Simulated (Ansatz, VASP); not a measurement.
## Two plane-wave programs on HfN

```xyz
2
Lattice="0.0000 2.2509 2.2509 2.2509 0.0000 2.2509 2.2509 2.2509 0.0000" Properties=species:S:1:pos:R:3 pbc="T T T"
Hf    0.0000    0.0000    0.0000
N     2.2509    2.2509    2.2509
```

Alike in both runs: task single point; functional PBEsol; k mesh 16 × 16 × 16; occupations gaussian, width 0.1 eV; non-collinear spin, spin-orbit coupling.

|  | VASP | Ansatz |
| --- | --- | --- |
| version | VASP 6.6.1 | Ansatz 0.2.0 |
| potentials or method | VASP PAW PBE potentials, release 64 (Hf_pv, N), cutoff 520 eV | plane waves, PAW |
| valence electrons in the cell | 15 | 31 |

|  | VASP | Ansatz | Ansatz less VASP |
| --- | --- | --- | --- |
| net moment per atom (μB) | 0.00 | 0.00 | 0.000 |

VASP's potentials were made for PBE, not for PBEsol. VASP's potentials hold 15 valence electrons a cell and Ansatz's 31, so a difference there can come from the potentials and not from the codes.
